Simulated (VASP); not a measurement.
# TaO5 (P6/mmm) in VASP: relaxation of cell and atoms with PBE

Aim: the relaxation of cell and atoms of TaO5 with PBE.

Everything below comes from runs of VASP 6.6.1. Logs are shortened: lines on timing, memory, paths and dates and some standing lists are left out, and cuts for length are marked.

### 1 The cell of the first run

It takes space group P6/mmm (No. 191, hexagonal). Conventional cell: a = 3.518 Å, b = 3.518 Å, c = 8.677 Å, α = 90.00°, β = 90.00°, γ = 120.00°. Ta (site symmetry 6/mmm) has 2 O at 1.81 Å within 2.4 Å. Within 2.4 Å of O (site symmetry 6mm) lie 1 Ta at 1.81 Å. Within 2.3 Å of O (site symmetry mmm) lie 4 O at 1.76 Å.

The cell was generated, and may not be a known phase.

### 2 Relaxation of cell and atoms, PBE

Contents of INCAR:

```
PREC = Accurate ; ENCUT = 700
EDIFF = 1E-7 ; ISMEAR = 0
SIGMA = 0.1 ; LREAL = False
LASPH = True ; NELM = 120
ALGO = Normal ; ISIF = 3
LWAVE = False ; LCHARG = False
GGA = PE ; IBRION = 2
NSW = 100 ; EDIFFG = -0.01
GGA_COMPAT = False ; NELMIN = 4
```

Contents of KPOINTS:

```
Automatic mesh
0
Gamma
  12 12 6
```

Contents of POSCAR:

```
TaO5
1.0
    3.5184295419      0.0000000000      0.0000000000
   -1.7592147710      3.0470493647      0.0000000000
    0.0000000000      0.0000000000      8.6771144749
Ta O
1 5
Direct
    0.0000000000      0.0000000000      0.0000000000
    0.0000000000      0.0000000000      0.2091393671
    0.0000000000      0.0000000000      0.7908606329
    0.5000000000      0.0000000000      0.5000000000
    0.0000000000      0.5000000000      0.5000000000
    0.5000000000      0.5000000000      0.5000000000
```

Potentials or basis: VASP PAW PBE potentials, release 64 (Ta_sv_GW, O).

Launch:

```console
$ cat potpaw_PBE.64/Ta_sv_GW/POTCAR potpaw_PBE.64/O/POTCAR > POTCAR
$ mpirun -np 1 vasp_std > vasp.out
```

OUTCAR:

```text
PREC = Accurate
   ENCUT = 700
   EDIFF = 1E-7
   ISMEAR = 0
   LREAL = False
   LASPH = True
   NELM = 120
   ISIF = 3
   GGA = PE
   IBRION = 2
   NSW = 100
   EDIFFG = -0.01
   NELMIN = 4

 ion  position               nearest neighbor table
   1  0.000  0.000  0.000-   2 1.81   3 1.81
   2  0.000  0.000  0.209-   1 1.81
   3  0.000  0.000  0.791-   1 1.81
   4  0.500  0.000  0.500-   5 1.76   5 1.76   6 1.76   6 1.76
   5  0.000  0.500  0.500-   4 1.76   4 1.76   6 1.76   6 1.76
   6  0.500  0.500  0.500-   5 1.76   5 1.76   4 1.76   4 1.76

  LATTYP: Found a hexagonal cell.
 ALAT       =     3.5184295419
 C/A-ratio  =     2.4661896370

  Lattice vectors:

 A1 = (   3.5184295419,   0.0000000000,   0.0000000000)
 A2 = (  -1.7592147710,   3.0470493647,   0.0000000000)
 A3 = (   0.0000000000,   0.0000000000,   8.6771144749)

Analysis of symmetry for initial positions (statically):
=====================================================================
 Subroutine PRICEL returns:
 Original cell was already a primitive cell.

 Routine SETGRP: Setting up the symmetry group for a
 hexagonal supercell.

 Subroutine GETGRP returns: Found 24 space group operations
 (whereof 24 operations were pure point group operations)
 out of a pool of 24 trial point group operations.

The static configuration has the point symmetry D_6h.

Analysis of symmetry for dynamics (positions and initial velocities):
=====================================================================
 Subroutine PRICEL returns:
 Original cell was already a primitive cell.

 Routine SETGRP: Setting up the symmetry group for a
 hexagonal supercell.

 Subroutine GETGRP returns: Found 24 space group operations
 (whereof 24 operations were pure point group operations)
 out of a pool of 24 trial point group operations.

The dynamic configuration has the point symmetry D_6h.

 Subroutine INISYM returns: Found 24 space group operations
 (whereof 24 operations are pure point group operations),
 and found     1 'primitive' translations

----------------------------------------------------------------------------------------

                                     Primitive cell

  volume of cell :      93.0259

  direct lattice vectors                    reciprocal lattice vectors
     3.518429542  0.000000000  0.000000000     0.284217714  0.164093173  0.000000000
    -1.759214771  3.047049365  0.000000000     0.000000000  0.328186347  0.000000000
     0.000000000  0.000000000  8.677114475     0.000000000  0.000000000  0.115245685

  length of vectors
     3.518429542  3.518429542  8.677114475     0.328186347  0.328186347  0.115245685

  position of ions in fractional coordinates (direct lattice)
     0.000000000  0.000000000  0.000000000
     0.000000000  0.000000000  0.209139367
     0.000000000  0.000000000  0.790860633
     0.500000000  0.000000000  0.500000000
     0.000000000  0.500000000  0.500000000
     0.500000000  0.500000000  0.500000000

  ion indices of the primitive-cell ions
   primitive index   ion index
                 1           1
                 2           2
                 3           3
                 4           4
                 5           5
                 6           6

----------------------------------------------------------------------------------------

 KPOINTS: Automatic mesh

Automatic generation of k-mesh.
 Grid dimensions read from file:
 generate k-points for:   12   12    6

 Generating k-lattice:

  Cartesian coordinates                     Fractional coordinates (reciprocal lattice)
     0.023684809  0.013674431  0.000000000     0.083333333  0.000000000  0.000000000
     0.000000000  0.027348862  0.000000000     0.000000000  0.083333333  0.000000000
     0.000000000  0.000000000  0.019207614     0.000000000  0.000000000  0.166666667

  Length of vectors
     0.027348862  0.027348862  0.019207614

  Shift w.r.t. Gamma in fractional coordinates (k-lattice)
     0.000000000  0.000000000  0.000000000

 Subroutine IBZKPT returns following result:
 ===========================================

 Found     76 irreducible k-points:

 Following reciprocal coordinates:
            Coordinates               Weight
  0.000000  0.000000  0.000000      1.000000
  0.083333 -0.000000  0.000000      6.000000
  0.166667  0.000000  0.000000      6.000000
  0.250000 -0.000000  0.000000      6.000000
  0.333333 -0.000000  0.000000      6.000000
  0.416667 -0.000000  0.000000      6.000000
[... 16 lines left out ...]
  0.250000 -0.000000  0.166667     12.000000
  0.333333 -0.000000  0.166667     12.000000
 [... further k-points ...]
   k-points           NKPTS =     76   k-points in BZ     NKDIM =     76   number of bands    NBANDS=     25
   number of dos      NEDOS =    301   number of ions     NIONS =      6
   total plane-waves  NPLWV =  72000
   dimension x,y,z NGX =    30 NGY =   30 NGZ =   80
   dimension x,y,z NGXF=    60 NGYF=   60 NGZF=  160
   ions per type =               1   5
   NGX,Y,Z   is equivalent  to a cutoff of  14.18, 14.18, 15.33 a.u.
   NGXF,Y,Z  is equivalent  to a cutoff of  28.35, 28.35, 30.65 a.u.
 SYSTEM =  unknown system
   PREC   = accura    normal or accurate (medium, high low for compatibility)
   ISTART =      0    job   : 0-new  1-cont  2-samecut
   ICHARG =      2    charge: 1-file 2-atom 10-const
   ISPIN  =      1    spin polarized calculation?
   LNONCOLLINEAR =      F non collinear calculations
   LSORBIT =      F    spin-orbit coupling
   LASPH  =      T    aspherical Exc in radial PAW
   ENCUT  =  700.0 eV  51.45 Ry    7.17 a.u.   7.59  7.59 18.72*2*pi/ulx,y,z
   NELM   =    120;   NELMIN=  4; NELMDL= -5     # of ELM steps
   EDIFF  = 0.1E-06   stopping-criterion for ELM
   LREAL  =      F    real-space projection
   EDIFFG = -.1E-01   stopping-criterion for IOM
   NSW    =    100    number of steps for IOM
   IBRION =      2    ionic relax: 0-MD 1-quasi-New 2-CG
   NFREE  =      1    steps in history (QN), initial steepest desc. (CG)
   ISIF   =      3    stress and relaxation
   ISYM   =      2    0-nonsym 1-usesym 2-fastsym
   POTIM  = 0.5000    time-step for ionic-motion
   TEBEG  =    0.0;   TEEND  =   0.0 temperature during run
   PSTRESS=    0.0 pullay stress
   NELECT =      43.0000    total number of electrons
   NUPDOWN=      -1.0000    fix difference up-down
   EMIN   =  10.00;   EMAX   =-10.00  energy-range for DOS
   EFERMI =   0.00;   METHOD = LEGACY
   ISMEAR =     0;   SIGMA  =   0.10  broadening in eV -4-tet -1-fermi 0-gaus
   EFERMI_NEDOS =   21; number of points for ismear=-14 and -15
   IALGO  =     38    algorithm
   IMIX   =      4    mixing-type and parameters
     AMIX     =   0.40;   BMIX     =  1.00
     AMIX_MAG =   1.60;   BMIX_MAG =  1.00
  volume/ion in A,a.u.               =      15.50       104.63
  Fermi-wavevector in a.u.,A,eV,Ry     =   1.265794  2.392004 21.799729  1.602235
  Thomas-Fermi vector in A             =   2.399029
   LORBIT       =      0    0 simple, 1 ext, 2 COOP (PROOUT), +10 PAW based schemes
   GGA     = PE    functional components
   LHFCALC =     F    Hartree Fock is set to
   AEXX    =    0.0000 exact exchange contribution
   IVDW    =     0    specifies the selected vdW correction
   LEPSILON=     F    determine dielectric tensor
   LRPA    =     F    only Hartree local field effects (RPA)
 conjugate gradient relaxation of ions
 non-spin polarized calculation
 Gauss-broadening in eV      SIGMA  =   0.10
  energy-cutoff  :      700.00
  volume of cell :       93.03
 maximum number of plane-waves:      3943
   NGX = 15   NGY = 15   NGZ = 37

--------------------------------------- Ionic step        1  -------------------------------------------

 number of electron      43.0000010 magnetization

 Free energy of the ion-electron system (eV)
  ---------------------------------------------------
  ext. energy  EPLUGINS =         0.00000000
  ---------------------------------------------------
  free energy    TOTEN  =       -34.26573743 eV

  energy without entropy =      -34.21042952  energy(sigma->0) =      -34.23808348

------------------------ aborting loop because EDIFF is reached ----------------------------------------

  FORCE on cell =-STRESS in cart. coord.  units (eV):
  Direction    XX          YY          ZZ          XY          YZ          ZX
  --------------------------------------------------------------------------------------
  -------------------------------------------------------------------------------------
  Total       -0.8836656     -0.8836656      0.4129013      0.0000000      0.0000000     -0.0000000
  in kB      -15.2193063    -15.2193063      7.1113687      0.0000000      0.0000000     -0.0000000
  external PRESSURE =      -7.7757479 kB  Pullay stress =       0.0000000 kB
[... 225 lines left out ...]
  energy  without entropy=      -34.2195619141  energy(sigma->0) =      -34.24629716

--------------------------------------- Ionic step        7  -------------------------------------------

 number of electron      43.0000010 magnetization

 Free energy of the ion-electron system (eV)
  ---------------------------------------------------
  ext. energy  EPLUGINS =         0.00000000
  ---------------------------------------------------
  free energy    TOTEN  =       -34.27304981 eV

  energy without entropy =      -34.21954247  energy(sigma->0) =      -34.24629614

 E-fermi :   0.1298     XC(G=0):  -9.2620

 val. band max:        0.1245314863   @ k =   0.1667   0.1667   0.3333
 cond. band min:       0.1303605031   @ k =   0.2500  -0.0000   0.5000
 fundamental gap:      0.0058290167
 Fermi energy:         0.1298289775

 k-point     1 :       0.0000    0.0000    0.0000
  band No.  band energies     occupation
      1     -67.8070      2.00000
      2     -34.2912      2.00000
      3     -34.2912      2.00000
      4     -34.2525      2.00000
      5     -22.6497      2.00000
      6     -16.6070      2.00000
[... 661 lines left out ...]
     24       1.4034      0.00000
     25       1.9703      0.00000

 [... further k-points ...]

------------------------ aborting loop because EDIFF is reached ----------------------------------------

  FORCE on cell =-STRESS in cart. coord.  units (eV):
  Direction    XX          YY          ZZ          XY          YZ          ZX
  --------------------------------------------------------------------------------------
  -------------------------------------------------------------------------------------
  Total        0.0094504      0.0094504      0.0495996     -0.0000000      0.0000000     -0.0000000
  in kB        0.1651079      0.1651079      0.8665523     -0.0000000      0.0000000     -0.0000000
  external PRESSURE =       0.3989227 kB  Pullay stress =       0.0000000 kB
[... 21 lines left out ...]
  FREE ENERGIE OF THE ION-ELECTRON SYSTEM (eV)
  ---------------------------------------------------
  free  energy   TOTEN  =       -34.2730498122 eV

  energy  without entropy=      -34.2195424740  energy(sigma->0) =      -34.24629614

 reached required accuracy - stopping structural energy minimisation
```

Run time: 31 min. Hardware: 1 thread of AMD EPYC 7R13 (Zen 3), shared host; peak memory 0.42 GiB.

What came out:

```yaml
Free_energy: -34.2730 eV
Relaxed_volume: 15.28 Å³/atom
Relaxed_cell: a = 3.491 Å, b = 3.491 Å, c = 8.689 Å, α = 90.00°, β = 90.00°, γ = 120.00°
Space_group_after_relaxing_to_0.1_Å: P6/mmm (No. 191)
Energy_gained_by_relaxing: 1.2 meV/atom
Ionic_steps: 7
Pressure_after_relaxing: 0.0 GPa
Largest_force_after_relaxing: 0.007 eV/Å
Band_gap_on_the_k_mesh: zero (an odd number of electrons rules out a gap without spin polarisation)
```

Forces in eV/Å, atoms in the order of the input:
```
Ta   0.000  0.000  0.000
O    0.000  0.000 -0.007
O    0.000  0.000  0.007
O    0.000  0.000  0.000
O    0.000  0.000  0.000
O    0.000  0.000  0.000
```

The path:
| step | energy change (eV) | largest force (eV/Å) | pressure (GPa) | volume (Å³) |
| --- | --- | --- | --- | --- |
| 1 | 0.0000 | 0.0955 | -0.78 | 93.03 |
| 2 | -0.0050 | 0.3052 | -0.74 | 92.01 |
| 3 | -0.0056 | 0.2084 | -0.77 | 92.27 |
| 4 | -0.0035 | 0.2780 | 1.22 | 90.85 |
| 5 | -0.0073 | 0.0153 | 0.02 | 91.69 |
| 6 | -0.0073 | 0.0113 | 0.04 | 91.68 |
| 7 | -0.0073 | 0.0070 | 0.04 | 91.71 |

Final structure:
```xyz
6
Lattice="3.4909 0.0000 0.0000 -1.7455 3.0232 0.0000 0.0000 0.0000 8.6893" Properties=species:S:1:pos:R:3 pbc="T T T"
Ta    0.0000    0.0000    0.0000
O     0.0000    0.0000    1.8178
O     0.0000    0.0000    6.8715
O     1.7455    0.0000    4.3447
O    -0.8727    1.5116    4.3447
O     0.8727    1.5116    4.3447
```

Caveat: spin-orbit coupling is left out, which moves the levels of the heavy elements; an odd number of electrons without spin polarisation forces a metal; a magnetic or distorted state may lie lower.
